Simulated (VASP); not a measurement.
# ScAl3N4 (P1) in VASP: relaxation of cell and atoms with LDA

Aim: the relaxation of cell and atoms of ScAl3N4 with LDA.

Program: VASP 6.6.1. These are calculated values, not measurements. Logs are shortened: lines on timing, memory, paths and dates and some standing lists are left out, and cuts for length are marked.

## Step 1: The cell of the first run

The typed cell holds 16 atoms: a = 5.580 Å, b = 6.000 Å, c = 6.443 Å, α = 105.57°, β = 90.00°, γ = 117.71°.

## Step 2: Relaxation of cell and atoms, LDA

File INCAR:

```
PREC = Accurate ; ENCUT = 600
EDIFF = 1E-7 ; ISMEAR = 0
SIGMA = 0.1 ; LREAL = Auto
LASPH = T ; NELM = 60
ALGO = Normal ; ISIF = 3
LWAVE = F ; LCHARG = F
IBRION = 2 ; NSW = 100
EDIFFG = -0.05
```

File KPOINTS:

```
regular mesh
0
Gamma
  4 4 4
```

File POSCAR:

```
ScAl3N4
1.0
    4.8322500000     -2.7899008383      0.0000000000
   -3.2215000000      0.0000000000     -5.0615000000
    3.2215000000      5.5798016766      0.0000000000
Sc Al N
2 6 8
Direct
    0.3333333300      0.0000000000      0.0000000000
    0.9166666700      0.5000000000      0.1250000000
    0.8333333300      0.0000000000      0.2500000000
    0.3333333300      0.0000000000      0.5000000000
    0.8333333300      0.0000000000      0.7500000000
    0.4166666700      0.5000000000      0.3750000000
    0.9166666700      0.5000000000      0.6250000000
    0.4166666700      0.5000000000      0.8750000000
    0.6423333300      0.6180000000      0.1545000000
    0.1423333300      0.6180000000      0.4045000000
    0.6423333300      0.6180000000      0.6545000000
    0.1423333300      0.6180000000      0.9045000000
    0.7256666700      0.1180000000      0.0295000000
    0.2256666700      0.1180000000      0.2795000000
    0.7256666700      0.1180000000      0.5295000000
    0.2256666700      0.1180000000      0.7795000000
```

Potentials or basis: VASP PAW LDA potentials, release 64 (Sc_sv, Al, N).

Started as:

```bash
$ cat potpaw_LDA.64/Sc_sv/POTCAR potpaw_LDA.64/Al/POTCAR potpaw_LDA.64/N/POTCAR > POTCAR
$ mpirun -np 1 vasp_std > vasp.out
```

OUTCAR:

```text
PREC = Accurate
   ENCUT = 600
   EDIFF = 1E-7
   ISMEAR = 0
   LREAL = Auto
   LASPH = T
   NELM = 60
   ISIF = 3
   IBRION = 2
   NSW = 100
   EDIFFG = -0.05

 ion  position               nearest neighbor table
   1  0.333  0.000  0.000-  12 1.93  16 1.95  14 1.95  13 1.95   8 3.14   7 3.14   2 3.14   6 3.14
                             2 3.14   8 3.14   3 3.22   5 3.22   4 3.22   4 3.22   3 3.22   5 3.22
   2  0.917  0.500  0.125-  13 1.93  10 1.95  12 1.95   9 1.95   4 3.14   3 3.14   1 3.14   5 3.14
                             3 3.14   1 3.14   8 3.22   6 3.22   7 3.22   7 3.22   8 3.22   6 3.22
   3  0.833  0.000  0.250-   9 1.93  13 1.95  15 1.95  14 1.95   2 3.14   8 3.14   6 3.14   7 3.14
                             6 3.14   2 3.14   4 3.22   1 3.22   5 3.22   5 3.22   1 3.22   4 3.22
   4  0.333  0.000  0.500-  10 1.93  14 1.95  16 1.95  15 1.95   6 3.14   2 3.14   8 3.14   7 3.14
                             6 3.14   7 3.14   5 3.22   3 3.22   1 3.22   1 3.22   3 3.22   5 3.22
   5  0.833  0.000  0.750-  11 1.93  15 1.95  13 1.95  16 1.95   7 3.14   6 3.14   2 3.14   8 3.14
                             7 3.14   8 3.14   1 3.22   4 3.22   3 3.22   3 3.22   1 3.22   4 3.22
   6  0.417  0.500  0.375-  14 1.93  11 1.95   9 1.95  10 1.95   5 3.14   4 3.14   1 3.14   3 3.14
                             4 3.14   3 3.14   2 3.22   7 3.22   8 3.22   8 3.22   7 3.22   2 3.22
   7  0.917  0.500  0.625-  15 1.93  12 1.95  10 1.95  11 1.95   1 3.14   5 3.14   3 3.14   4 3.14
                             5 3.14   4 3.14   6 3.22   8 3.22   2 3.22   2 3.22   8 3.22   6 3.22
   8  0.417  0.500  0.875-  16 1.93   9 1.95  11 1.95  12 1.95   3 3.14   1 3.14   5 3.14   4 3.14
                             1 3.14   5 3.14   7 3.22   2 3.22   6 3.22   6 3.22   7 3.22   2 3.22
   9  0.642  0.618  0.154-   3 1.93   8 1.95   6 1.95   2 1.95
  10  0.142  0.618  0.404-   4 1.93   2 1.95   7 1.95   6 1.95
  11  0.642  0.618  0.654-   5 1.93   6 1.95   8 1.95   7 1.95
  12  0.142  0.618  0.904-   1 1.93   7 1.95   2 1.95   8 1.95
  13  0.726  0.118  0.029-   2 1.93   3 1.95   5 1.95   1 1.95
  14  0.226  0.118  0.279-   6 1.93   4 1.95   1 1.95   3 1.95
  15  0.726  0.118  0.529-   7 1.93   5 1.95   3 1.95   4 1.95
  16  0.226  0.118  0.779-   8 1.93   1 1.95   4 1.95   5 1.95

  LATTYP: Found a base centered monoclinic cell.
 ALAT       =    10.6232382657
 B/A-ratio  =     0.5252448959
 C/A-ratio  =     0.6065005640
 COS(beta)  =    -0.3032502820

  Lattice vectors:

 A1 = (   1.6107500000,  -2.7899008383,  -5.0615000000)
 A2 = (  -3.2215000000,   0.0000000000,  -5.0615000000)
 A3 = (   3.2215000000,   5.5798016766,   0.0000000000)

Analysis of symmetry for initial positions (statically):
=====================================================================
 Subroutine PRICEL returns:
 Original cell was already a primitive cell.

 Routine SETGRP: Setting up the symmetry group for a
 base centered monoclinic supercell.

 Subroutine GETGRP returns: Found  1 space group operations
 (whereof  1 operations were pure point group operations)
 out of a pool of  4 trial point group operations.

The static configuration has the point symmetry C_1 .

Analysis of symmetry for dynamics (positions and initial velocities):
=====================================================================
 Subroutine PRICEL returns:
 Original cell was already a primitive cell.

 Routine SETGRP: Setting up the symmetry group for a
 base centered monoclinic supercell.

 Subroutine GETGRP returns: Found  1 space group operations
 (whereof  1 operations were pure point group operations)
 out of a pool of  4 trial point group operations.

The dynamic configuration has the point symmetry C_1 .

 Subroutine INISYM returns: Found  1 space group operations
 (whereof  1 operations are pure point group operations),
 and found     1 'primitive' translations

----------------------------------------------------------------------------------------

                                     Primitive cell

  volume of cell :     181.9643

  direct lattice vectors                    reciprocal lattice vectors
     4.832250000 -2.789900838  0.000000000     0.155207202 -0.089608920 -0.098784945
    -3.221500000  0.000000000 -5.061500000     0.000000000  0.000000000 -0.197569890
     3.221500000  5.579801677  0.000000000     0.077603601  0.134413379 -0.049392473

  length of vectors
     5.579801677  5.999737036  6.443000000     0.204639926  0.197569890  0.162876922

  position of ions in fractional coordinates (direct lattice)
     0.333333330  0.000000000  0.000000000
[... 66 lines left out ...]
  0.500000  0.000000 -0.000000      1.000000
  0.500000  0.500000 -0.000000      1.000000
  0.000000  0.250000  0.000000      2.000000
[... 16 lines left out ...]
  0.000000  0.500000  0.250000      2.000000
  0.250000  0.500000  0.250000      2.000000
 [... further k-points ...]
   k-points           NKPTS =     36   k-points in BZ     NKDIM =     36   number of bands    NBANDS=     49
   number of dos      NEDOS =    301   number of ions     NIONS =     16
   total plane-waves  NPLWV = 124416
   dimension x,y,z NGX =    48 NGY =   48 NGZ =   54
   dimension x,y,z NGXF=    96 NGYF=   96 NGZF=  108
   ions per type =               2   6   8
   NGX,Y,Z   is equivalent  to a cutoff of  14.30, 13.30, 13.93 a.u.
   NGXF,Y,Z  is equivalent  to a cutoff of  28.60, 26.60, 27.87 a.u.
 SYSTEM =  unknown system
   PREC   = accura    normal or accurate (medium, high low for compatibility)
   ISTART =      0    job   : 0-new  1-cont  2-samecut
   ICHARG =      2    charge: 1-file 2-atom 10-const
   ISPIN  =      1    spin polarized calculation?
   LNONCOLLINEAR =      F non collinear calculations
   LSORBIT =      F    spin-orbit coupling
   LASPH  =      T    aspherical Exc in radial PAW
   ENCUT  =  600.0 eV  44.10 Ry    6.64 a.u.  11.14 11.98 12.87*2*pi/ulx,y,z
   NELM   =     60;   NELMIN=  2; NELMDL= -5     # of ELM steps
   EDIFF  = 0.1E-06   stopping-criterion for ELM
   LREAL  =      T    real-space projection
   EDIFFG = -.5E-01   stopping-criterion for IOM
   NSW    =    100    number of steps for IOM
   IBRION =      2    ionic relax: 0-MD 1-quasi-New 2-CG
   NFREE  =      1    steps in history (QN), initial steepest desc. (CG)
   ISIF   =      3    stress and relaxation
   ISYM   =      2    0-nonsym 1-usesym 2-fastsym
   POTIM  = 0.5000    time-step for ionic-motion
   TEBEG  =    0.0;   TEEND  =   0.0 temperature during run
   PSTRESS=    0.0 pullay stress
   NELECT =      80.0000    total number of electrons
   NUPDOWN=      -1.0000    fix difference up-down
   EMIN   =  10.00;   EMAX   =-10.00  energy-range for DOS
   EFERMI =   0.00;   METHOD = LEGACY
   ISMEAR =     0;   SIGMA  =   0.10  broadening in eV -4-tet -1-fermi 0-gaus
   EFERMI_NEDOS =   21; number of points for ismear=-14 and -15
   IALGO  =     38    algorithm
   IMIX   =      4    mixing-type and parameters
     AMIX     =   0.40;   BMIX     =  1.00
     AMIX_MAG =   1.60;   BMIX_MAG =  1.00
  volume/ion in A,a.u.               =      11.37        76.75
  Fermi-wavevector in a.u.,A,eV,Ry     =   1.244828  2.352384 21.083553  1.549597
  Thomas-Fermi vector in A             =   2.379078
   LORBIT       =      0    0 simple, 1 ext, 2 COOP (PROOUT), +10 PAW based schemes
   GGA     = CA    functional components
   LHFCALC =     F    Hartree Fock is set to
   AEXX    =    0.0000 exact exchange contribution
   IVDW    =     0    specifies the selected vdW correction
   LEPSILON=     F    determine dielectric tensor
   LRPA    =     F    only Hartree local field effects (RPA)
 conjugate gradient relaxation of ions
 non-spin polarized calculation
 Gauss-broadening in eV      SIGMA  =   0.10
  energy-cutoff  :      600.00
  volume of cell :      181.96
 maximum number of plane-waves:      6089
 NGX is ok and might be reduce to    48
   NGX = 23   NGY = 23   NGZ = 25

--------------------------------------- Ionic step        1  -------------------------------------------

 number of electron      80.0000003 magnetization

 Free energy of the ion-electron system (eV)
  ---------------------------------------------------
  ext. energy  EPLUGINS =         0.00000000
  ---------------------------------------------------
  free energy    TOTEN  =      -134.99959254 eV

  energy without entropy =     -134.99959254  energy(sigma->0) =     -134.99959254

------------------------ aborting loop because EDIFF is reached ----------------------------------------

  FORCE on cell =-STRESS in cart. coord.  units (eV):
  Direction    XX          YY          ZZ          XY          YZ          ZX
  --------------------------------------------------------------------------------------
  -------------------------------------------------------------------------------------
  Total       -3.2863769     -3.3339788      0.0435573     -0.0568824      0.2078859     -0.1023265
  in kB      -28.9362215    -29.3553511      0.3835174     -0.5008443      1.8304147     -0.9009745
  external PRESSURE =     -19.3026851 kB  Pullay stress =       0.0000000 kB
[... 131 lines left out ...]
  FREE ENERGIE OF THE ION-ELECTRON SYSTEM (eV)
  ---------------------------------------------------
  free  energy   TOTEN  =      -136.2620670160 eV

  energy  without entropy=     -136.2620670160  energy(sigma->0) =     -136.26206702

[... ionic steps 4 to 17 ...]

--------------------------------------- Ionic step       18  -------------------------------------------

 number of electron      80.0000001 magnetization

------------------------ aborting loop because EDIFF is reached ----------------------------------------
[... 95 lines left out ...]
--------------------------------------- Ionic step       20  -------------------------------------------

 number of electron      80.0000002 magnetization

 Free energy of the ion-electron system (eV)
  ---------------------------------------------------
  ext. energy  EPLUGINS =         0.00000000
  ---------------------------------------------------
  free energy    TOTEN  =      -136.57375982 eV

  energy without entropy =     -136.57375982  energy(sigma->0) =     -136.57375982

 E-fermi :   5.9341     XC(G=0): -11.3430

 val. band max:        5.3492376771   @ k =   0.0000   0.0000   0.0000
 cond. band min:       8.6248882935   @ k =   0.0000  -0.2500   0.2500
 fundamental gap:      3.2756506164
 Fermi energy:         5.9341341075

 k-point     1 :       0.0000    0.0000    0.0000
  band No.  band energies     occupation
      1     -41.0516      2.00000
      2     -40.9601      2.00000
      3     -20.3916      2.00000
      4     -20.2223      2.00000
      5     -20.1957      2.00000
      6     -20.1277      2.00000
[... 1237 lines left out ...]
     48      11.2129      0.00000
     49      11.3001      0.00000

 [... further k-points ...]

------------------------ aborting loop because EDIFF is reached ----------------------------------------

  FORCE on cell =-STRESS in cart. coord.  units (eV):
  Direction    XX          YY          ZZ          XY          YZ          ZX
  --------------------------------------------------------------------------------------
  -------------------------------------------------------------------------------------
  Total        0.0249645     -0.0399896      0.0457082     -0.0026470      0.0100920      0.0087540
  in kB        0.2281786     -0.3655104      0.4177791     -0.0241943      0.0922420      0.0800130
  external PRESSURE =       0.0934825 kB  Pullay stress =       0.0000000 kB
[... 31 lines left out ...]
  FREE ENERGIE OF THE ION-ELECTRON SYSTEM (eV)
  ---------------------------------------------------
  free  energy   TOTEN  =      -136.5737598217 eV

  energy  without entropy=     -136.5737598217  energy(sigma->0) =     -136.57375982

 reached required accuracy - stopping structural energy minimisation
```

It took 1.6 h on 1 thread of AMD EPYC 9R45 (Zen 5), shared host; peak memory 0.43 GiB.

What came out:

```yaml
Free_energy: -136.5738 eV
Relaxed_volume: 10.96 Å³/atom
Relaxed_cell: a = 5.554 Å, b = 5.828 Å, c = 6.483 Å, α = 106.12°, β = 89.98°, γ = 118.32°
Space_group_after_relaxing_to_0.1_Å: P1 (No. 1)
Energy_gained_by_relaxing: 98.4 meV/atom
Ionic_steps: 20
Pressure_after_relaxing: 0.0 GPa
Largest_force_after_relaxing: 0.030 eV/Å
Band_gap_on_the_k_mesh: 3.28 eV (least direct gap 3.64 eV)
```

Forces on the atoms (eV/Å):
```
Sc  -0.005 -0.002  0.002
Sc  -0.001 -0.005 -0.016
Al   0.005  0.003 -0.003
Al   0.005  0.016 -0.012
Al   0.017 -0.007  0.000
Al  -0.015  0.005 -0.008
Al  -0.001 -0.004  0.001
Al  -0.004 -0.004  0.013
N   -0.002 -0.006 -0.016
N   -0.008  0.027  0.006
N   -0.004  0.003  0.013
N    0.013 -0.014  0.009
N   -0.009  0.005 -0.028
N   -0.014  0.011  0.019
N    0.008 -0.007  0.009
N    0.015 -0.018  0.010
```

The path:
| step | energy change (eV) | largest force (eV/Å) | pressure (GPa) | volume (Å³) |
| --- | --- | --- | --- | --- |
| 1 | 0.0000 | 3.6457 | -1.93 | 181.96 |
| 2 | -1.2208 | 1.1233 | -1.23 | 178.37 |
| 3 | -1.2625 | 0.9290 | -1.70 | 178.94 |
| 4 | -1.4110 | 0.5203 | 1.51 | 175.62 |
| 5 | -1.4118 | 0.5147 | 1.28 | 175.84 |
| 6 | -1.4607 | 0.2937 | -0.44 | 177.20 |
| 7 | -1.4654 | 0.3205 | -1.13 | 177.76 |
| 8 | -1.5051 | 0.2643 | -0.12 | 176.63 |
| 9 | -1.5173 | 0.3364 | 0.84 | 175.57 |
| 10 | -1.5449 | 0.1845 | 0.24 | 175.80 |
| 11 | -1.5510 | 0.2833 | -0.19 | 175.95 |
| 12 | -1.5605 | 0.1267 | -0.14 | 175.77 |
| 13 | -1.5628 | 0.2170 | -0.09 | 175.62 |
| 14 | -1.5698 | 0.0819 | 0.14 | 175.31 |
| 15 | -1.5702 | 0.1033 | 0.22 | 175.21 |
| 16 | -1.5724 | 0.0633 | -0.14 | 175.48 |
| 17 | -1.5724 | 0.0612 | -0.18 | 175.51 |
| 18 | -1.5735 | 0.0522 | 0.04 | 175.29 |
| 19 | -1.5735 | 0.0518 | 0.12 | 175.21 |
| 20 | -1.5742 | 0.0302 | 0.01 | 175.29 |

Final structure:
```
Sc Al N
1.0
     4.81012   -2.77615   -0.00735
    -3.20900   -0.01711   -4.86448
     3.24221    5.61365   -0.00240
Sc Al N
2 6 8
Direct
  0.35100 0.03978 0.00215
  0.94279 0.52810 0.13438
  0.81955 0.98917 0.25503
  0.33524 0.00105 0.50736
  0.84045 0.00516 0.74247
  0.40698 0.48966 0.38672
  0.91777 0.49963 0.62469
  0.42090 0.51663 0.86591
  0.59795 0.58868 0.15112
  0.15504 0.61633 0.42751
  0.64909 0.61473 0.64902
  0.14843 0.61955 0.88432
  0.75136 0.10225 0.02558
  0.19959 0.09140 0.29385
  0.71593 0.11043 0.52711
  0.21994 0.13147 0.75880
```

Levels at points of the mesh, in eV from the valence-band top:
```csv
k point,band 37,band 38,band 39,band 40,band 41,band 42,band 43,band 44
"(0.00, 0.00, 0.00)",-0.80,-0.58,-0.44,0.00,3.64,3.97,4.15,4.34
"(0.50, 0.00, 0.00)",-0.77,-0.55,-0.40,-0.32,3.92,4.10,4.15,4.56
"(0.50, 0.50, 0.00)",-0.77,-0.51,-0.44,-0.28,3.82,3.91,4.34,4.53
"(0.00, 0.50, 0.00)",-0.91,-0.75,-0.42,-0.38,3.64,3.93,4.17,4.73
"(0.00, 0.00, 0.50)",-0.60,-0.53,-0.36,-0.24,3.98,4.24,4.40,4.69
"(0.50, 0.00, 0.50)",-0.66,-0.59,-0.35,-0.27,3.92,4.13,4.28,4.79
"(0.50, 0.50, 0.50)",-0.69,-0.59,-0.43,-0.26,3.84,4.16,4.33,4.69
"(0.00, 0.50, 0.50)",-0.83,-0.75,-0.66,-0.63,3.35,3.58,4.53,4.66
```

Caveat: the relaxation stopped at a loose force limit of 0.05 eV/Å, so its end isn't a converged minimum. A k mesh can miss the band edges.
